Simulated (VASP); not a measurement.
Here is a VASP 6.6.1 calculation.

File POSCAR:

```
AlN
1.0
    3.1109999993      0.0000000000      0.0000000000
   -1.5554999997      2.6942050306      0.0000000000
    0.0000000000      0.0000000000      4.9511140000
Al N
2 2
Direct
    0.3333333333      0.6666666667     -0.0004426043
    0.6666666667      0.3333333333      0.4995573957
    0.3333333333      0.6666666667      0.3824426043
    0.6666666667      0.3333333333      0.8824426043
```

Contents of INCAR.step1:

```
ALGO = Normal
EDIFF = 1E-4
ENCUT = 520
GGA = PE
ISMEAR = 0
LASPH = T
LCHARG = F
LREAL = F
LWAVE = T
NBANDS = 16
NELM = 60
PREC = Accurate
SIGMA = 0.05
```

The input INCAR.step2:

```
ALGO = Normal
EDIFF = 1E-7
ENCUT = 520
ISIF = 2
ISMEAR = 0
ISTART = 1
LASPH = T
LCHARG = T
LELF = T
LMIXTAU = T
LREAL = F
LVHAR = T
LWAVE = F
METAGGA = R2SCAN
NBANDS = 16
NELM = 60
PREC = Accurate
SIGMA = 0.05
```

File KPOINTS:

```
k-points
0
Gamma
  8 8 5
```

Potentials or basis: VASP PAW PBE potentials, release 64 (Al, N).

The run is started by

```console
$ cat potpaw_PBE.64/Al/POTCAR potpaw_PBE.64/N/POTCAR > POTCAR
$ cp INCAR.step1 INCAR
$ mpirun -np 1 vasp_std > vasp.out
$ cp INCAR.step2 INCAR
$ mpirun -np 1 vasp_std > vasp.out
```

What does it give for the pressure?

0.1 GPa.

Estimate the band gap on the k mesh.

4.91 eV, direct.

Stress tensor (GPa, compression positive):
```
-0.56  0.00  0.00
 0.00 -0.56  0.00
 0.00  0.00  1.45
```

Caveat: the PAW data sets were made with another functional, which shifts forces and pressure a little. r2SCAN opens gaps a little over a GGA but as a rule still falls short of measured ones.
